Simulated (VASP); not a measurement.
# Nb3CrGa (Pm-3m) in VASP: single point with PBE

Aim: the single point of Nb3CrGa with PBE.

All numbers are computed with VASP 6.6.1; they aren't measurements. Logs are shortened: lines on timing, memory, paths and dates and some standing lists are left out, and cuts for length are marked.

### 1 The cell of the first run

The structure is cubic, space group Pm-3m (No. 221). The conventional cell has a = 4.177 Å, b = 4.177 Å, c = 4.177 Å, α = 90.00°, β = 90.00°, γ = 90.00°. Within 2.8 Å of Nb (site symmetry 4/mmm) lie 2 Ga at 2.09 Å. Within 3.9 Å of Cr (site symmetry m-3m) lie 12 Nb at 2.95 Å and 8 Ga at 3.62 Å. Within 2.8 Å of Ga (site symmetry m-3m) lie 6 Nb at 2.09 Å.

### 2 Single point, PBE, collinear spin, ferromagnetic start

INCAR reads:

```
SYSTEM = Nb3CrGa
PREC     = Accurate       ! precision mode
ENCUT    = 520            ! plane-wave cutoff, eV
EDIFF    = 1E-7           ! SCF threshold, eV
ISMEAR   = 0              ! smearing method
SIGMA    = 0.1            ! smearing width, eV
LREAL    = .FALSE.        ! projectors in reciprocal space
LASPH    = .TRUE.         ! aspherical terms in the spheres
NELM     = 150            ! most SCF steps
ALGO     = Normal         ! electronic algorithm
ISIF     = 2              ! what is computed and relaxed
LWAVE    = .FALSE.        ! write WAVECAR
LCHARG   = .FALSE.        ! write CHGCAR
ISPIN    = 2              ! spin polarisation
MAGMOM   = 0 0 0 3 0      ! initial moments
LORBIT   = 11             ! projections on sites
LMAXMIX  = 4              ! l up to which the mixer works
GGA      = PE             ! functional
NBANDS   = 44             ! bands
```

KPOINTS reads:

```
Automatic mesh
0
G
  4 4 4
  0 0 0
```

POSCAR reads:

```
Nb3CrGa
1.0
    4.1770797481      0.0000000000      0.0000000000
    0.0000000000      4.1770797481      0.0000000000
    0.0000000000      0.0000000000      4.1770797481
Nb Cr Ga
3 1 1
Direct
    0.0000000000      0.5000000000      0.5000000000
    0.5000000000      0.0000000000      0.5000000000
    0.5000000000      0.5000000000      0.0000000000
    0.0000000000      0.0000000000      0.0000000000
    0.5000000000      0.5000000000      0.5000000000
```

Potentials or basis: VASP PAW PBE potentials, release 64 (Nb_sv, Cr_pv, Ga_d).

Command:

```
> cat potpaw_PBE.64/Nb_sv/POTCAR potpaw_PBE.64/Cr_pv/POTCAR potpaw_PBE.64/Ga_d/POTCAR > POTCAR
> mpirun -np 1 vasp_std > vasp.out
```

OUTCAR:

```text
SYSTEM = Nb3CrGa
   PREC = Accurate
   ENCUT = 520
   EDIFF = 1E-7
   ISMEAR = 0
   LREAL = .FALSE.
   LASPH = .TRUE.
   NELM = 150
   ISIF = 2
   ISPIN = 2
   LORBIT = 11
   GGA = PE

 ion  position               nearest neighbor table
   1  0.000  0.500  0.500-   5 2.09   5 2.09   4 2.95   2 2.95   3 2.95   4 2.95   2 2.95   4 2.95
                             4 2.95   2 2.95   3 2.95   3 2.95   3 2.95   2 2.95
   2  0.500  0.000  0.500-   5 2.09   5 2.09   4 2.95   1 2.95   3 2.95   4 2.95   1 2.95   3 2.95
                             3 2.95   3 2.95   1 2.95   4 2.95   4 2.95   1 2.95
   3  0.500  0.500  0.000-   5 2.09   5 2.09   4 2.95   1 2.95   1 2.95   2 2.95   2 2.95   2 2.95
                             4 2.95   2 2.95   1 2.95   4 2.95   1 2.95   4 2.95
   4  0.000  0.000  0.000-   1 2.95   2 2.95   3 2.95   1 2.95   2 2.95   1 2.95   3 2.95   1 2.95
                             2 2.95   3 2.95   2 2.95   3 2.95
   5  0.500  0.500  0.500-   1 2.09   2 2.09   3 2.09   3 2.09   2 2.09   1 2.09

  LATTYP: Found a simple cubic cell.
 ALAT       =     4.1770797481

  Lattice vectors:

 A1 = (   4.1770797481,   0.0000000000,   0.0000000000)
 A2 = (   0.0000000000,   4.1770797481,   0.0000000000)
 A3 = (   0.0000000000,   0.0000000000,   4.1770797481)

Analysis of symmetry for initial positions (statically):
=====================================================================
 Subroutine PRICEL returns:
 Original cell was already a primitive cell.

 Routine SETGRP: Setting up the symmetry group for a
 simple cubic supercell.

 Subroutine GETGRP returns: Found 48 space group operations
 (whereof 48 operations were pure point group operations)
 out of a pool of 48 trial point group operations.

The static configuration has the point symmetry O_h .

Analysis of symmetry for dynamics (positions and initial velocities):
=====================================================================
 Subroutine PRICEL returns:
 Original cell was already a primitive cell.

 Routine SETGRP: Setting up the symmetry group for a
 simple cubic supercell.

 Subroutine GETGRP returns: Found 48 space group operations
 (whereof 48 operations were pure point group operations)
 out of a pool of 48 trial point group operations.

The dynamic configuration has the point symmetry O_h .

Analysis of structural, dynamic, and magnetic symmetry:
=====================================================================
 Subroutine PRICEL returns:
 Original cell was already a primitive cell.

 Routine SETGRP: Setting up the symmetry group for a
 simple cubic supercell.

 Subroutine GETGRP returns: Found 48 space group operations
 (whereof 48 operations were pure point group operations)
 out of a pool of 48 trial point group operations.

The overall configuration has the point symmetry O_h .

 Subroutine INISYM returns: Found 48 space group operations
 (whereof 48 operations are pure point group operations),
 and found     1 'primitive' translations

----------------------------------------------------------------------------------------

                                     Primitive cell

  volume of cell :      72.8817

  direct lattice vectors                    reciprocal lattice vectors
     4.177079748  0.000000000  0.000000000     0.239401702  0.000000000  0.000000000
     0.000000000  4.177079748  0.000000000     0.000000000  0.239401702  0.000000000
     0.000000000  0.000000000  4.177079748     0.000000000  0.000000000  0.239401702

  length of vectors
     4.177079748  4.177079748  4.177079748     0.239401702  0.239401702  0.239401702

  position of ions in fractional coordinates (direct lattice)
     0.000000000  0.500000000  0.500000000
     0.500000000  0.000000000  0.500000000
     0.500000000  0.500000000  0.000000000
     0.000000000  0.000000000  0.000000000
     0.500000000  0.500000000  0.500000000

  ion indices of the primitive-cell ions
   primitive index   ion index
                 1           1
                 2           2
                 3           3
                 4           4
                 5           5

----------------------------------------------------------------------------------------

 KPOINTS: Automatic mesh

Automatic generation of k-mesh.
 Grid dimensions read from file:
 generate k-points for:    4    4    4

 Generating k-lattice:

  Cartesian coordinates                     Fractional coordinates (reciprocal lattice)
     0.059850425  0.000000000  0.000000000     0.250000000  0.000000000  0.000000000
     0.000000000  0.059850425  0.000000000     0.000000000  0.250000000  0.000000000
     0.000000000  0.000000000  0.059850425     0.000000000  0.000000000  0.250000000

  Length of vectors
     0.059850425  0.059850425  0.059850425

  Shift w.r.t. Gamma in fractional coordinates (k-lattice)
     0.000000000  0.000000000  0.000000000

 Subroutine IBZKPT returns following result:
 ===========================================

 Found     10 irreducible k-points:

 Following reciprocal coordinates:
            Coordinates               Weight
  0.000000  0.000000  0.000000      1.000000
  0.250000  0.000000  0.000000      6.000000
  0.500000  0.000000  0.000000      3.000000
  0.250000  0.250000  0.000000     12.000000
  0.500000  0.250000  0.000000     12.000000
  0.500000  0.500000  0.000000      3.000000
  0.250000  0.250000  0.250000      8.000000
  0.500000  0.250000  0.250000     12.000000
  0.500000  0.500000  0.250000      6.000000
  0.500000  0.500000  0.500000      1.000000
   k-points           NKPTS =     10   k-points in BZ     NKDIM =     10   number of bands    NBANDS=     44
   number of dos      NEDOS =    301   number of ions     NIONS =      5
   total plane-waves  NPLWV =  32768
   dimension x,y,z NGX =    32 NGY =   32 NGZ =   32
   dimension x,y,z NGXF=    64 NGYF=   64 NGZF=   64
   ions per type =               3   1   1
   NGX,Y,Z   is equivalent  to a cutoff of  12.74, 12.74, 12.74 a.u.
   NGXF,Y,Z  is equivalent  to a cutoff of  25.47, 25.47, 25.47 a.u.
 SYSTEM =  Nb3CrGa
   PREC   = accura    normal or accurate (medium, high low for compatibility)
   ISTART =      0    job   : 0-new  1-cont  2-samecut
   ICHARG =      2    charge: 1-file 2-atom 10-const
   ISPIN  =      2    spin polarized calculation?
   LNONCOLLINEAR =      F non collinear calculations
   LSORBIT =      F    spin-orbit coupling
   LASPH  =      T    aspherical Exc in radial PAW
   ENCUT  =  520.0 eV  38.22 Ry    6.18 a.u.   7.77  7.77  7.77*2*pi/ulx,y,z
   NELM   =    150;   NELMIN=  2; NELMDL= -5     # of ELM steps
   EDIFF  = 0.1E-06   stopping-criterion for ELM
   LREAL  =      F    real-space projection
   EDIFFG = 0.1E-05   stopping-criterion for IOM
   NSW    =      0    number of steps for IOM
   IBRION =     -1    ionic relax: 0-MD 1-quasi-New 2-CG
   NFREE  =      0    steps in history (QN), initial steepest desc. (CG)
   ISIF   =      2    stress and relaxation
   ISYM   =      2    0-nonsym 1-usesym 2-fastsym
   POTIM  = 0.5000    time-step for ionic-motion
   TEBEG  =    0.0;   TEEND  =   0.0 temperature during run
   PSTRESS=    0.0 pullay stress
   NELECT =      64.0000    total number of electrons
   NUPDOWN=      -1.0000    fix difference up-down
   EMIN   =  10.00;   EMAX   =-10.00  energy-range for DOS
   EFERMI =   0.00;   METHOD = LEGACY
   ISMEAR =     0;   SIGMA  =   0.10  broadening in eV -4-tet -1-fermi 0-gaus
   EFERMI_NEDOS =   21; number of points for ismear=-14 and -15
   IALGO  =     38    algorithm
   IMIX   =      4    mixing-type and parameters
     AMIX     =   0.40;   BMIX     =  1.00
     AMIX_MAG =   1.60;   BMIX_MAG =  1.00
  volume/ion in A,a.u.               =      14.58        98.37
  Fermi-wavevector in a.u.,A,eV,Ry     =   1.567697  2.962517 33.438672  2.457673
  Thomas-Fermi vector in A             =   2.669838
   LORBIT       =     11    0 simple, 1 ext, 2 COOP (PROOUT), +10 PAW based schemes
   GGA     = PE    functional components
   LHFCALC =     F    Hartree Fock is set to
   AEXX    =    0.0000 exact exchange contribution
   IVDW    =     0    specifies the selected vdW correction
   LEPSILON=     F    determine dielectric tensor
   LRPA    =     F    only Hartree local field effects (RPA)
 spin polarized calculation
 Gauss-broadening in eV      SIGMA  =   0.10
  energy-cutoff  :      520.00
  volume of cell :       72.88
 maximum number of plane-waves:      1986
 NGX is ok and might be reduce to    32
   NGX = 15   NGY = 15   NGZ = 15

 number of electron      63.9999999 magnetization      -0.0002655

 number of electron      63.9999999 magnetization       0.0002544

 Free energy of the ion-electron system (eV)
  ---------------------------------------------------
  ext. energy  EPLUGINS =         0.00000000
  ---------------------------------------------------
  free energy    TOTEN  =       -29.13384419 eV

  energy without entropy =      -29.08841243  energy(sigma->0) =      -29.11112831

 E-fermi :  11.6147     XC(G=0): -13.0265

 val. band max:       11.5616512066   @ k =   0.2500   0.2500   0.0000
 cond. band min:      11.6197853427   @ k =   0.2500   0.2500   0.2500
 fundamental gap:      0.0581341361
 Fermi energy:        11.6147318490

 spin component 1

 k-point     1 :       0.0000    0.0000    0.0000
  band No.  band energies     occupation
      1     -42.8087      1.00000
      2     -42.5523      1.00000
      3     -42.5523      1.00000
      4     -31.1914      1.00000
      5     -31.1914      1.00000
      6     -31.1914      1.00000
[... 36 lines left out ...]
     43      16.8454      0.00000
     44      16.8454      0.00000

 k-point     2 :       0.2500    0.0000    0.0000
  band No.  band energies     occupation
      1     -42.7758      1.00000
      2     -42.5832      1.00000
      3     -42.5520      1.00000
      4     -31.1912      1.00000
      5     -31.1911      1.00000
      6     -31.1911      1.00000
[... 368 lines left out ...]
 k-point    10 :       0.5000    0.5000    0.5000
  band No.  band energies     occupation
      1     -42.6310      1.00000
      2     -42.6310      1.00000
      3     -42.6310      1.00000
      4     -31.1934      1.00000
      5     -31.1934      1.00000
      6     -31.1934      1.00000
[... 36 lines left out ...]
     43      16.4204      0.00000
     44      16.4204      0.00000
 Fermi energy:        11.6147318490

 spin component 2

 k-point     1 :       0.0000    0.0000    0.0000
  band No.  band energies     occupation
      1     -42.8087      1.00000
      2     -42.5522      1.00000
      3     -42.5522      1.00000
      4     -31.1918      1.00000
      5     -31.1918      1.00000
      6     -31.1918      1.00000
[... 36 lines left out ...]
     43      16.8455      0.00000
     44      16.8455      0.00000

 k-point     2 :       0.2500    0.0000    0.0000
  band No.  band energies     occupation
      1     -42.7757      1.00000
      2     -42.5832      1.00000
      3     -42.5519      1.00000
      4     -31.1915      1.00000
      5     -31.1915      1.00000
      6     -31.1915      1.00000
[... 368 lines left out ...]
 k-point    10 :       0.5000    0.5000    0.5000
  band No.  band energies     occupation
      1     -42.6309      1.00000
      2     -42.6309      1.00000
      3     -42.6309      1.00000
      4     -31.1937      1.00000
      5     -31.1937      1.00000
      6     -31.1937      1.00000
[... 36 lines left out ...]
     43      16.4206      0.00000
     44      16.4206      0.00000

------------------------ aborting loop because EDIFF is reached ----------------------------------------

  FORCE on cell =-STRESS in cart. coord.  units (eV):
  Direction    XX          YY          ZZ          XY          YZ          ZX
  --------------------------------------------------------------------------------------
  -------------------------------------------------------------------------------------
  Total       40.5010425     40.5010425     40.5010425     -0.0000000     -0.0000000      0.0000000
  in kB      890.3453275    890.3453275    890.3453275     -0.0000000     -0.0000000      0.0000000
  external PRESSURE =     890.3453275 kB  Pullay stress =       0.0000000 kB

 VOLUME and BASIS-vectors are now :
 -----------------------------------------------------------------------------
  energy-cutoff  :      520.00
  volume of cell :       72.88
      direct lattice vectors                 reciprocal lattice vectors
     4.177079748  0.000000000  0.000000000     0.239401702  0.000000000  0.000000000
     0.000000000  4.177079748  0.000000000     0.000000000  0.239401702  0.000000000
     0.000000000  0.000000000  4.177079748     0.000000000  0.000000000  0.239401702

 POSITION                                       TOTAL-FORCE (eV/Angst)
 -----------------------------------------------------------------------------------
      0.00000      2.08854      2.08854         0.000000      0.000000      0.000000
      2.08854      0.00000      2.08854         0.000000      0.000000      0.000000
      2.08854      2.08854      0.00000         0.000000      0.000000      0.000000
      0.00000      0.00000      0.00000         0.000000      0.000000      0.000000
      2.08854      2.08854      2.08854         0.000000      0.000000      0.000000
 -----------------------------------------------------------------------------------
    total drift:                                0.000000     -0.000000     -0.000000

  FREE ENERGIE OF THE ION-ELECTRON SYSTEM (eV)
  ---------------------------------------------------
  free  energy   TOTEN  =       -29.1338441917 eV

  energy  without entropy=      -29.0884124291  energy(sigma->0) =      -29.11112831

 total charge

# of ion       s       p       d       tot
------------------------------------------
    1        2.240   6.072   2.801  11.113
    2        2.240   6.072   2.801  11.113
    3        2.240   6.072   2.801  11.113
    4        0.366   6.259   3.994  10.619
    5        1.310   1.822  10.437  13.569
--------------------------------------------------
tot          8.397  26.296  22.834  57.527

 magnetization (x)

# of ion       s       p       d       tot
------------------------------------------
    1        0.000   0.000   0.000   0.000
    2        0.000   0.000   0.000   0.000
    3        0.000   0.000   0.000   0.000
    4        0.000   0.000  -0.000  -0.000
    5       -0.000   0.000   0.000   0.000
--------------------------------------------------
tot          0.000   0.000  -0.000  -0.000
```

Run time: 56 s. Hardware: 1 thread of Intel Xeon 6975P-C (Granite Rapids), shared host; peak memory 0.22 GiB.

What came out:

```yaml
Free_energy: -29.1338 eV
Pressure: 89.0 GPa
Band_gap_on_the_k_mesh: zero (filled and empty bands overlap)
Net_moment: 0.00 μB per cell
Valence_electrons_inside_the_program's_atomic_spheres: Nb 11.11; Cr 10.62; Ga 13.57
```

Levels at points of the mesh, in eV from the Fermi level:
Spin up:
```tsv
k point	band 29	band 30	band 31	band 32	band 33	band 34	band 35	band 36
(0.00, 0.00, 0.00)	-0.11	-0.11	1.61	1.61	1.81	1.81	1.81	3.45
(0.50, 0.00, 0.00)	-1.41	-1.34	-1.34	0.34	0.47	0.47	0.89	1.98
(0.50, 0.50, 0.00)	-1.24	-1.08	-1.08	-0.68	0.24	0.24	0.29	1.20
(0.50, 0.50, 0.50)	-0.21	-0.21	-0.21	-0.18	-0.18	1.06	1.06	1.06
```
Spin down:
```
           k point  band 28  band 29  band 30  band 31  band 32  band 33  band 34  band 35  band 36  band 37
(0.00, 0.00, 0.00)    -0.11    -0.11    -0.11     1.61     1.61     1.81     1.81     1.81     3.45     3.45
(0.50, 0.00, 0.00)    -1.89    -1.41    -1.34    -1.34     0.34     0.47     0.47     0.89     1.98     1.98
(0.50, 0.50, 0.00)    -1.43    -1.24    -1.08    -1.08    -0.68     0.24     0.24     0.29     1.20     1.20
(0.50, 0.50, 0.50)    -1.34    -0.21    -0.21    -0.21    -0.18    -0.18     1.06     1.06     1.06     2.33
```

Caveat: the k points lie up to 0.38 Å⁻¹ apart; the starting moments collapsed, and a magnetic state may lie lower.
